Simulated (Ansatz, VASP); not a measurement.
## RbIr in VASP and in Ansatz

INCAR

```
  PREC = Accurate
  ENCUT = 600
  EDIFF = 1E-6
  ISMEAR = -1
  SIGMA = 0.05
  LREAL = F
  LASPH = T
  NELM = 150
  ALGO = Normal
  ISIF = 3
  LWAVE = F
  LCHARG = F
  ISPIN = 2
  MAGMOM = -4 0.5
  LORBIT = 11
  LMAXMIX = 4
  LDAU = T
  LDAUTYPE = 2
  LDAUL = -1 2
  LDAUU = 0 3
  LDAUJ = 0 0
  LDAUPRINT = 1
  GGA = PE
  IBRION = 2
  NSW = 40
  EDIFFG = -0.005
```

The input KPOINTS:

```
regular mesh
0
Gamma
  9 9 9
```

File POSCAR:

```
RbIr
1.0
    3.8079190921      0.0000000000      0.0000000000
    0.0000000000      3.8079190921      0.0000000000
    0.0000000000      0.0000000000      3.8079190921
Rb Ir
1 1
Direct
    0.0000000000      0.0000000000      0.0000000000
    0.5000000000      0.5000000000      0.5000000000
```

Input for Ansatz:

```yaml
crystal:
  lattice:
    - [3.8079190921, 0.0, 0.0]
    - [0.0, 3.8079190921, 0.0]
    - [0.0, 0.0, 3.8079190921]
  atoms:
    - { symbol: Rb, position: [0.0, 0.0, 0.0], spin: -4.0 }
    - { symbol: Ir, position: [0.5, 0.5, 0.5], spin: 0.5 }
kpoints:
  mp_grid: { grid: [9, 9, 9] }
scf:
  occupations: { method: fermi_dirac, width: 0.05 }
hamiltonian:
  xc: pbe
  pseudopotentials:
    kind: all_electron
    lapw: { basis_error: 0.0005 }
    relativity: none
  hubbard: { sites: [{ species: Ir, l: d, u_eff: 3.0 }], double_counting: fll }
output:
  forces: true
  stress: true
  eigenvalues: true
relax:
  f_tol: 0.005
  max_steps: 20
  cell: {}
magnetization:
  spin_polarized: true
```

Alike in both runs: task relaxation of cell and atoms; functional PBE; k mesh 9 × 9 × 9; occupations fermi-dirac, width 0.05 eV; collinear spin; Hubbard terms Ir d U = 3.0 eV.

|  | VASP | Ansatz |
| --- | --- | --- |
| version | VASP 6.6.1 | Ansatz 0.2.0 |
| potentials or method | VASP PAW PBE potentials, release 64 (Rb_sv, Ir), cutoff 600 eV | all-electron LAPW, non-relativistic |

VASP gave:

| Item | Value |
| --- | --- |
| gap on the k mesh at the Fermi level, each at its own relaxed structure (eV) | none |
| net moment per atom (μB) | 1.00 |
| size of the moment on the site where the two differ most (μB) | 1.91 |
| relaxed volume (Å³/atom) | 38.76 |
| relaxed length of the cell vector where the two differ most in proportion (Å) | 4.264 |

Problem. Estimate Ansatz's values.

Solution. gap on the k mesh at the Fermi level, each at its own relaxed structure (eV): none; net moment per atom (μB): 0.18; size of the moment on the site where the two differ most (μB): 0.41; relaxed volume (Å³/atom): 27.78; relaxed length of the cell vector where the two differ most in proportion (Å): 3.816.

The net moments are unlike, so the other rows may belong to different states. Site moments also hang on the region over which each program counts them. The programs project onto different local orbitals, so the same U acts differently, and such runs can settle in different states. A gap of «none» marks a metal or a gap that the smearing closes. Ansatz ran all-electron here, and VASP with PAW potentials. Ansatz's warnings: end state compared, filled band counts differ across k points, given moment on shells.

Spin-orbit coupling is off throughout. Noted on VASP's run: the volume moved by over 15 % at a fixed basis, so the end points are rough.
